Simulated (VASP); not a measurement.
Input of a VASP 6.6.1 run:

The input INCAR:

```
PREC     = Accurate       # precision mode
ENCUT    = 520            # plane-wave cutoff, eV
EDIFF    = 1E-7           # SCF threshold, eV
ISMEAR   = 0              # smearing method
SIGMA    = 0.02           # smearing width, eV
LREAL    = F              # projectors in reciprocal space
LASPH    = T              # aspherical terms in the spheres
NELM     = 80             # most SCF steps
ALGO     = Normal         # electronic algorithm
ISIF     = 2              # what is computed and relaxed
LWAVE    = F              # write WAVECAR
LCHARG   = F              # write CHGCAR
GGA      = PE             # functional
IVDW     = 12             # dispersion correction
NBANDS   = 30             # bands
```

File KPOINTS:

```
regular mesh
0
Gamma
  4 4 4
```

Contents of POSCAR:

```
N
1.0
    5.6998369331      0.0000000000      0.0000000000
    0.0000000000      5.6998369331      0.0000000000
    0.0000000000      0.0000000000      5.6998369331
N
8
Direct
    0.0557805189      0.0557805189      0.0557805189
    0.4442194811      0.9442194811      0.5557805189
    0.5557805189      0.4442194811      0.9442194811
    0.9442194811      0.5557805189      0.4442194811
    0.9442021742      0.9442021742      0.9442021742
    0.5557978258      0.0557978258      0.4442021742
    0.4442021742      0.5557978258      0.0557978258
    0.0557978258      0.4442021742      0.5557978258
```

Potentials or basis: VASP PAW PBE potentials, release 64 (N).

Run with:

```bash
$ cat potpaw_PBE.64/N/POTCAR > POTCAR
$ mpirun -np 1 vasp_std > vasp.out
```

(1) Predict the largest force.

(2) Predict the band gap on the k mesh.

(3) Predict the dispersion energy per atom.

## Answers

(1) 1.751 eV/Å.

(2) 7.39 eV, indirect (least direct gap 7.41 eV).

(3) -0.053 eV.

Caveat: the standard files for N, O and F lose accuracy on very short bonds; forces of over 1 eV/Å act on the atoms, so gaps and moduli don't describe the material at rest.
